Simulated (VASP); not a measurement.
CoO:

```
Co O
1.0
     0.00000    2.13150    2.13150
     2.13150    0.00000    2.13150
     2.13150    2.13150    0.00000
Co O
1 1
Cartesian
  0.0000 0.0000 0.0000
  2.1315 2.1315 2.1315
```

- Program: VASP 6.6.1
- Task: relaxation of cell and atoms
- Functional: PBE
- Dispersion: D4
- Potentials or basis: VASP PAW PBE potentials, release 64 (Co, O)
- Cutoff: 600 eV
- k mesh: 11 × 11 × 11
- Occupations: fermi-dirac, width 0.05 eV
- Spin: collinear spin, ferromagnetic start
- Starting moments: [2.0, 0.0] μB

At the start: pressure -6.0 GPa; volume 9.68 Å³/atom.

Q: How do energy, volume and symmetry change on relaxing?

A: Over 3 steps the energy falls by 6.3 meV/atom and the volume is 9.35 Å³/atom (-3.5 %); space group Fm-3m (No. 225, to 0.05 Å); moment 2.82 μB per cell.

The path:
```tsv
step	energy change (eV)	largest force (eV/Å)	pressure (GPa)	volume (Å³)
1	0.0000	0.0000	-6.00	19.37
2	-0.0095	0.0000	3.07	18.37
3	-0.0127	0.0000	-0.05	18.70
```

Final structure:
```yaml
crystal:
  lattice:
    - [0.00000, 2.10665, 2.10665]
    - [2.10665, 0.00000, 2.10665]
    - [2.10665, 2.10665, 0.00000]
  atoms:
    - { symbol: Co, position: [0.00000, 0.00000, 0.00000] }
    - { symbol: O, position: [0.50000, 0.50000, 0.50000] }
```

Caveat: a cell with one magnetic atom can't hold antiferromagnetic order, which such compounds often take; pairwise dispersion overbinds metals, which lowers pressure and volume.
